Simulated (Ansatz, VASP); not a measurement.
BiTe in VASP and in Ansatz

File INCAR:

```
SYSTEM = BiTe
PREC = Accurate ; ENCUT = 520
EDIFF = 1E-7 ; ISMEAR = 0
SIGMA = 0.15 ; LREAL = .FALSE.
LASPH = .TRUE. ; NELM = 100
ALGO = Normal ; ISIF = 2
LWAVE = .FALSE. ; LCHARG = .TRUE.
GGA = PE ; LELF = .TRUE.
LVHAR = .TRUE. ; NBANDS = 18
```

The input KPOINTS:

```
regular mesh
0
G
  14 14 14
  0 0 0
```

The input POSCAR:

```
BiTe
1.0
    0.0000000000      3.2350000000      3.1864750000
    3.2350000000      0.0000000000      3.1864750000
    3.2350000000      3.2350000000      0.0000000000
Bi Te
1 1
Direct
    0.0000000000      0.0000000000      0.0000000000
    0.5000000000      0.5000000000      0.5000000000
```

Input for Ansatz:

```yaml
crystal:
  lattice:
    - [0.0, 3.235, 3.186475]
    - [3.235, 0.0, 3.186475]
    - [3.235, 3.235, 0.0]
  atoms:
    - { symbol: Bi, position: [0.0, 0.0, 0.0] }
    - { symbol: Te, position: [0.5, 0.5, 0.5] }
basis:
  ecutwfc: 420
kpoints:
  mp_grid: { grid: [14, 14, 14] }
hamiltonian:
  xc: pbe
scf:
  occupations: { method: gaussian, width: 0.15 }
output:
  forces: true
  stress: true
  eigenvalues: true
  write_density: true
  write_potential: true
  elf: true
  volumetric_format: npy
```

Change from the starting cell: strain +0.000 along x and y, -0.015 along z, atoms carried along.

Alike in both runs: task single point; functional PBE; k mesh 14 × 14 × 14; occupations gaussian, width 0.15 eV; no spin polarisation.

|  | VASP | Ansatz |
| --- | --- | --- |
| version | VASP 6.6.1 | Ansatz 0.2.0 |
| potentials or method | VASP PAW PBE potentials, release 64 (Bi_d, Te), cutoff 520 eV | scalar-relativistic, plane waves, PAW |
| valence electrons in the cell | 21 | 31 |

Ansatz gave:

```
gap on the k mesh at the Fermi level (eV)                     : none
pressure (GPa)                                                : 1.6
traceless stress, the component that is largest in VASP (GPa) : 0.96
```

Q: What did VASP give for the same quantities?

A: gap on the k mesh at the Fermi level (eV): none; pressure (GPa): 1.5; traceless stress, the component that is largest in VASP (GPa): 0.96.

A gap of «none» marks a metal or a gap that the smearing closes. The functional is the same, so the differences come from potentials, cutoffs and numerics. VASP's potentials hold 21 valence electrons a cell and Ansatz's 31, so a difference there can come from the potentials and not from the codes.

Spin-orbit coupling is off throughout.
